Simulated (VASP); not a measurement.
Runs of VASP 6.6.1 on Mo. The structure is that of space group P6/mmm (No. 191), or close to it. The cells are those of the table. 

| cell | further INCAR settings | gap on the mesh (eV) | pressure (GPa) |
| --- | --- | --- | --- |
| a = 2.879, b = 2.879, c = 2.430 Å, angles 90.0, 90.0, 120.0°, 1 atom | ALGO = Fast; EDIFF = 1e-06; NBANDS = 13 | none | -11.7 |
| a = 2.674, b = 2.674, c = 2.617 Å, angles 90.0, 90.0, 120.0°, 1 atom | ALGO = Fast; EDIFF = 1e-06; NBANDS = 13 | none | 2.7 |
| a = 2.674, b = 2.674, c = 2.367 Å, angles 90.0, 90.0, 120.0°, 1 atom | ALGO = Fast; EDIFF = 1e-06; NBANDS = 13 | none | (c) |
| a = 2.742, b = 2.742, c = 2.430 Å, angles 90.0, 90.0, 120.0°, 1 atom | ALGO = Fast; EDIFF = 1e-06; NBANDS = 13 | none | (a) |
| a = 2.811, b = 2.811, c = 2.554 Å, angles 90.0, 90.0, 120.0°, 1 atom | ALGO = Fast; EDIFF = 1e-07; NBANDS = 13 | none | (b) |
| a = 2.879, b = 2.879, c = 2.492 Å, angles 90.0, 90.0, 120.0°, 1 atom | ALGO = Fast; EDIFF = 1e-06; NBANDS = 13 | none | -16.8 |
| a = 2.605, b = 2.605, c = 2.492 Å, angles 90.0, 90.0, 120.0°, 1 atom | ALGO = Fast; EDIFF = 1e-07; NBANDS = 13 | none | 30.3 |
| a = 2.674, b = 2.674, c = 2.430 Å, angles 90.0, 90.0, 120.0°, 1 atom | ALGO = Fast; EDIFF = 1e-06; NBANDS = 13 | none | 21.1 |

Alike in all rows: task single point; level PBEsol; potentials or basis VASP PAW PBE potentials, release 64 (Mo_sv); no spin polarisation; k mesh 24 × 24 × 24; cutoff (eV) 520; smearing gaussian 0.15 eV.

**Question.** Estimate the missing entries.

**Answer.** (a) 7.3; (b) -13.9; (c) 30.4.

Caveats: the PAW data sets were made with another functional, which shifts forces and pressure a little.

A k mesh can miss the band edges, and the runs leave out spin-orbit coupling on Mo.

A gap of «none» marks levels without a gap at the run's occupations.
